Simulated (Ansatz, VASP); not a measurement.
Ge2F3 in VASP and in Ansatz

```
Ge F
1.0
     1.62001    0.93532    7.50959
    -1.62001    0.93532    7.50959
     0.00000   -1.87063    7.50959
Ge F
2 3
Direct
  0.40000 0.40000 0.40000
  0.60000 0.60000 0.60000
  0.00000 0.00000 0.00000
  0.20950 0.20950 0.20950
  0.79050 0.79050 0.79050
```

Alike in both runs: task single point; functional PBE; k mesh 6 × 6 × 6; occupations gaussian, width 0.1 eV; no spin polarisation.

```csv
,VASP,Ansatz
version,VASP 6.6.1,Ansatz 0.2.0
potentials or method,"VASP PAW PBE potentials, release 64 (Ge_d, F), cutoff 520 eV","scalar-relativistic, plane waves, PAW"
valence electrons in the cell,49,49
```

|  | VASP | Ansatz | Ansatz less VASP |
| --- | --- | --- | --- |
| gap on the k mesh at the Fermi level (eV) | none | none | - |
| pressure (GPa) | 11.2 | 11.3 | +0.11 |
| traceless stress, the component that is largest in VASP (GPa) | 2.18 | 2.26 | +0.080 |
| rms of the force components (eV/Å) | 0.584 | 0.590 | +0.0059 |

Atom by atom the forces differ by 0.008 eV/Å (rms over components). A gap of «none» marks a metal or a gap that the smearing closes. With one functional, cell and mesh, what is left measures potentials, basis and numerics.

The k mesh is coarse, so the values compare programs but aren't converged.
